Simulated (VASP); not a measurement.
# Ag5Sn2O6 (Cm) in VASP: single point with PBE

Aim: the single point of Ag5Sn2O6 with PBE.

All numbers are computed with VASP 6.6.1; they aren't measurements. Logs are shortened: lines on timing, memory, paths and dates and some standing lists are left out, and cuts for length are marked.

**1. The cell of the first run**

The typed cell holds 13 atoms: a = 5.903 Å, b = 5.903 Å, c = 6.389 Å, α = 90.00°, β = 90.00°, γ = 60.00°.

**2. Single point, PBE**

Input file INCAR:

```
SYSTEM = Ag5Sn2O6
PREC     = Accurate       ! precision mode
ENCUT    = 520            ! plane-wave cutoff, eV
EDIFF    = 1E-6           ! SCF threshold, eV
ISMEAR   = 0              ! smearing method
SIGMA    = 0.0191         ! smearing width, eV
LREAL    = .False.        ! projectors in reciprocal space
LASPH    = .True.         ! aspherical terms in the spheres
NELM     = 80             ! most SCF steps
ALGO     = Normal         ! electronic algorithm
ISIF     = 2              ! what is computed and relaxed
LWAVE    = .False.        ! write WAVECAR
LCHARG   = .False.        ! write CHGCAR
GGA      = PE             ! functional
NBANDS   = 72             ! bands
LUSENCCL = .False.
```

Input file KPOINTS:

```
Automatic mesh
0
Gamma
  5 5 4
  0 0 0
```

Input file POSCAR:

```
Ag5Sn2O6
1.0
    2.9513520000      5.1118870000      0.0000000000
   -2.9513520000      5.1118870000      0.0000000000
    0.0000000000      0.0000000000      6.3887160000
Ag O Sn
5 6 2
Direct
    0.0000000000      0.0000000000      0.2640000000
    0.5000000000      0.5000000000      0.5220000000
    0.0000000000      0.5000000000      0.5220000000
    0.5000000000      0.0000000000      0.5220000000
    0.0000000000      0.0000000000      0.7360000000
    0.3970000000      0.6030000000      0.8290000000
    0.0000000000      0.3970000000      0.8290000000
    0.6030000000      0.0000000000      0.8290000000
    0.6030000000      0.3970000000      0.2150000000
    0.0000000000      0.6030000000      0.2150000000
    0.3970000000      0.0000000000      0.2150000000
    0.3333000000      0.3334000000      0.0220000000
    0.6667000000      0.6666000000      0.0220000000
```

Potentials or basis: VASP PAW PBE potentials, release 64 (Ag, O, Sn_d).

On the command line:

```sh
$ cat potpaw_PBE.64/Ag/POTCAR potpaw_PBE.64/O/POTCAR potpaw_PBE.64/Sn_d/POTCAR > POTCAR
$ mpirun -np 1 vasp_std > vasp.out
```

OUTCAR:

```text
SYSTEM = Ag5Sn2O6
   PREC = Accurate
   ENCUT = 520
   EDIFF = 1E-6
   ISMEAR = 0
   LREAL = .False.
   LASPH = .True.
   NELM = 80
   ISIF = 2
   GGA = PE

 ion  position               nearest neighbor table
   1  0.000  0.000  0.264-  10 2.36  11 2.36   9 2.36   5 3.02   5 3.37   4 3.38   3 3.38   3 3.38
                             4 3.38   2 3.38   2 3.38
   2  0.500  0.500  0.522-   9 2.05   6 2.05   3 2.95   4 2.95   4 2.95   3 2.95   5 3.25   5 3.25
                             1 3.38   1 3.38  12 3.62  13 3.62  12 3.62  13 3.62
   3  0.000  0.500  0.522-  10 2.05   7 2.05   2 2.95   2 2.95   4 2.95   4 2.95   5 3.25   5 3.25
                             1 3.38   1 3.38  13 3.62  12 3.62  13 3.62  12 3.62
   4  0.500  0.000  0.522-  11 2.05   8 2.05   2 2.95   2 2.95   3 2.95   3 2.95   5 3.25   5 3.25
                             1 3.38   1 3.38  13 3.62  12 3.62  13 3.62  12 3.62
   5  0.000  0.000  0.736-   7 2.42   8 2.42   6 2.42   1 3.02   4 3.25   3 3.25   3 3.25   4 3.25
                             2 3.25   2 3.25   1 3.37
   6  0.397  0.603  0.829-   2 2.05  12 2.19  13 2.19   5 2.42
   7  0.000  0.397  0.829-   3 2.05  13 2.19  12 2.19   5 2.42
   8  0.603  0.000  0.829-   4 2.05  13 2.19  12 2.19   5 2.42
   9  0.603  0.397  0.215-   2 2.05  13 2.19  12 2.19   1 2.36
  10  0.000  0.603  0.215-   3 2.05  12 2.19  13 2.19   1 2.36
  11  0.397  0.000  0.215-   4 2.05  12 2.19  13 2.19   1 2.36
  12  0.333  0.333  0.022-   6 2.19  10 2.19   9 2.19   7 2.19  11 2.19   8 2.19  13 3.41  13 3.41
                            13 3.41   2 3.62   2 3.62   3 3.62   3 3.62   4 3.62   4 3.62
  13  0.667  0.667  0.022-   9 2.19   7 2.19   6 2.19  10 2.19   8 2.19  11 2.19  12 3.41  12 3.41
                            12 3.41   2 3.62   2 3.62   3 3.62   3 3.62   4 3.62   4 3.62

  LATTYP: Found a hexagonal cell.
 ALAT       =     5.9027000033
 C/A-ratio  =     1.0823379126

  Lattice vectors:

 A1 = (   2.9513520000,  -5.1118870000,   0.0000000000)
 A2 = (   2.9513520000,   5.1118870000,   0.0000000000)
 A3 = (   0.0000000000,   0.0000000000,   6.3887160000)

Analysis of symmetry for initial positions (statically):
=====================================================================
 Subroutine PRICEL returns:
 Original cell was already a primitive cell.

 Routine SETGRP: Setting up the symmetry group for a
 hexagonal supercell.

 Subroutine GETGRP returns: Found  2 space group operations
 (whereof  2 operations were pure point group operations)
 out of a pool of 24 trial point group operations.

The static configuration has the point symmetry C_1h.

Analysis of symmetry for dynamics (positions and initial velocities):
=====================================================================
 Subroutine PRICEL returns:
 Original cell was already a primitive cell.

[... 151 lines left out ...]
  Fermi-wavevector in a.u.,A,eV,Ry     =   1.393933  2.634151 26.436786  1.943049
  Thomas-Fermi vector in A             =   2.517531
   LORBIT       =      0    0 simple, 1 ext, 2 COOP (PROOUT), +10 PAW based schemes
   GGA     = PE    functional components
   LHFCALC =     F    Hartree Fock is set to
   AEXX    =    0.0000 exact exchange contribution
   IVDW    =     0    specifies the selected vdW correction
   LEPSILON=     F    determine dielectric tensor
   LRPA    =     F    only Hartree local field effects (RPA)
 non-spin polarized calculation
 Gauss-broadening in eV      SIGMA  =   0.02
  energy-cutoff  :      520.00
  volume of cell :      192.77
 maximum number of plane-waves:      5212
 NGX is ok and might be reduce to    48
   NGX = 21   NGY = 21   NGZ = 23

 number of electron     119.0000027 magnetization

 Free energy of the ion-electron system (eV)
  ---------------------------------------------------
  ext. energy  EPLUGINS =         0.00000000
  ---------------------------------------------------
  free energy    TOTEN  =       -60.62329281 eV

  energy without entropy =      -60.62270340  energy(sigma->0) =      -60.62299810

 E-fermi :   6.8104     XC(G=0): -11.0904

 val. band max:        6.8045955403   @ k =  -0.2000   0.2000   0.2500
 cond. band min:       6.9737820621   @ k =   0.4000   0.0000   0.2500
 fundamental gap:      0.1691865218
 Fermi energy:         6.8104119770

 k-point     1 :       0.0000    0.0000    0.0000
  band No.  band energies     occupation
      1     -15.5748      2.00000
      2     -15.5742      2.00000
      3     -15.4328      2.00000
      4     -15.4324      2.00000
      5     -15.2336      2.00000
      6     -15.2051      2.00000
[... 1765 lines left out ...]
     70      12.7396      0.00000
     71      13.1973      0.00000

 [... further k-points ...]

 [bands above 71 left out]

------------------------ aborting loop because EDIFF is reached ----------------------------------------

  FORCE on cell =-STRESS in cart. coord.  units (eV):
  Direction    XX          YY          ZZ          XY          YZ          ZX
  --------------------------------------------------------------------------------------
  -------------------------------------------------------------------------------------
  Total       -2.3401240     -2.3357185      6.8701619      0.0038116      0.0013071      0.0007546
  in kB      -19.4492838    -19.4126686     57.0994228      0.0316793      0.0108636      0.0062718
  external PRESSURE =       6.0791568 kB  Pullay stress =       0.0000000 kB

 VOLUME and BASIS-vectors are now :
 -----------------------------------------------------------------------------
  energy-cutoff  :      520.00
  volume of cell :      192.77
      direct lattice vectors                 reciprocal lattice vectors
     2.951352000  5.111887000  0.000000000     0.169413882  0.097811239 -0.000000000
    -2.951352000  5.111887000  0.000000000    -0.169413882  0.097811239  0.000000000
     0.000000000  0.000000000  6.388716000     0.000000000 -0.000000000  0.156525975

 POSITION                                       TOTAL-FORCE (eV/Angst)
 -----------------------------------------------------------------------------------
      0.00000      0.00000      1.68662         0.000259      0.000449      0.190241
      0.00000      5.11189      3.33491         0.012803      0.000003      0.008229
     -1.47568      2.55594      3.33491        -0.006399      0.011089      0.008229
      1.47568      2.55594      3.33491        -0.006406     -0.011095      0.008259
      0.00000      0.00000      4.70209        -0.000219     -0.000379     -0.057152
     -0.60798      5.11189      5.29625        -0.162775      0.000100      1.324550
     -1.17169      2.02942      5.29625         0.081474     -0.140917      1.324550
      1.77967      3.08247      5.29625         0.081111      0.140489      1.325328
      0.60798      5.11189      1.37357         0.120172     -0.000104     -1.323692
     -1.77967      3.08247      1.37357        -0.060176      0.104020     -1.323692
      1.17169      2.02942      1.37357        -0.059823     -0.103617     -1.324552
     -0.00030      3.40810      0.14055         0.005496     -0.003198     -0.080149
      0.00030      6.81568      0.14055        -0.005517      0.003160     -0.080149
 -----------------------------------------------------------------------------------
    total drift:                               -0.000038     -0.000071     -0.000936

  FREE ENERGIE OF THE ION-ELECTRON SYSTEM (eV)
  ---------------------------------------------------
  free  energy   TOTEN  =       -60.6232928063 eV

  energy  without entropy=      -60.6227033995  energy(sigma->0) =      -60.62299810
```

OSZICAR:

```text
N       E                     dE             d eps       ncg     rms          rms(c)
DAV:   1     0.150337995240E+04    0.15034E+04   -0.56034E+04  5376   0.210E+03
DAV:   2     0.191059000312E+03   -0.13123E+04   -0.12433E+04  5024   0.655E+02
DAV:   3    -0.504389770069E+02   -0.24150E+03   -0.23390E+03  5104   0.214E+02
DAV:   4    -0.705262215305E+02   -0.20087E+02   -0.19714E+02  5600   0.691E+01
DAV:   5    -0.711732526342E+02   -0.64703E+00   -0.64514E+00  5296   0.130E+01    0.244E+01
DAV:   6    -0.607117658586E+02    0.10461E+02   -0.52881E+01  7440   0.601E+01    0.156E+01
DAV:   7    -0.607055686210E+02    0.61972E-02   -0.77173E+00  5072   0.165E+01    0.950E+00
DAV:   8    -0.607597490437E+02   -0.54180E-01   -0.30757E+00  6032   0.844E+00    0.409E+00
DAV:   9    -0.606375733957E+02    0.12218E+00   -0.22493E-01  6496   0.454E+00    0.143E+00
DAV:  10    -0.606223970542E+02    0.15176E-01   -0.21661E-01  6000   0.219E+00    0.293E-01
DAV:  11    -0.606233014821E+02   -0.90443E-03   -0.85911E-03  5648   0.525E-01    0.162E-01
DAV:  12    -0.606233741068E+02   -0.72625E-04   -0.70263E-04  6136   0.294E-01    0.142E-01
DAV:  13    -0.606232908397E+02    0.83267E-04   -0.33768E-04  5472   0.169E-01    0.301E-02
DAV:  14    -0.606232919908E+02   -0.11511E-05   -0.13148E-04  5888   0.547E-02    0.739E-03
DAV:  15    -0.606232928063E+02   -0.81548E-06   -0.56573E-06  4704   0.184E-02
   1 F= -.60623293E+02 E0= -.60622998E+02  d E =-.589407E-03
```

stdout:

```text
Offloading initialized ...    1 GPUs detected
 POSCAR found type information on POSCAR AgO Sn
 POSCAR found :  3 types and      13 ions
 scaLAPACK will be used selectively (only on CPU)
 LDA part: xc-table for (Slater+PW92), standard interpolation
 POSCAR, INCAR and KPOINTS ok, starting setup
 FFT: planning ... GRIDC
 FFT: planning ... GRID_SOFT
 FFT: planning ... GRID
 WAVECAR not read
 entering main loop
```

It used 100 s of CPU time on 1 × NVIDIA H100 80GB with 1 thread of AMD EPYC 7R13 Processor (Zen 3), on a shared host.

What came out:

- Free energy: -60.6233 eV
- Pressure: 0.6 GPa
- Largest force: 1.335 eV/Å

Forces in eV/Å, atoms in the order of the input:
```
Ag   0.000  0.000  0.190
Ag   0.013  0.000  0.008
Ag  -0.006  0.011  0.008
Ag  -0.006 -0.011  0.008
Ag   0.000  0.000 -0.057
O   -0.163  0.000  1.325
O    0.081 -0.141  1.325
O    0.081  0.140  1.325
O    0.120  0.000 -1.324
O   -0.060  0.104 -1.324
O   -0.060 -0.104 -1.325
Sn   0.005 -0.003 -0.080
Sn  -0.006  0.003 -0.080
```

Stress tensor (GPa, compression positive):
```
-1.94  0.00  0.00
 0.00 -1.94  0.00
 0.00  0.00  5.71
```

Levels at points of the mesh, in eV from the Fermi level:
| k point | band 58 | band 59 | band 60 | band 61 | band 62 | band 63 |
| --- | --- | --- | --- | --- | --- | --- |
| (0.00, 0.00, 0.00) | -1.85 | -1.26 | -1.25 | 1.04 | 2.17 | 2.34 |
| (0.00, 0.00, 0.50) | -1.01 | -1.00 | -0.76 | 1.00 | 2.28 | 2.61 |

Caveat: spin-orbit coupling is left out, which moves the levels of the heavy elements; an odd number of electrons without spin polarisation forces a metal; a magnetic or distorted state may lie lower.
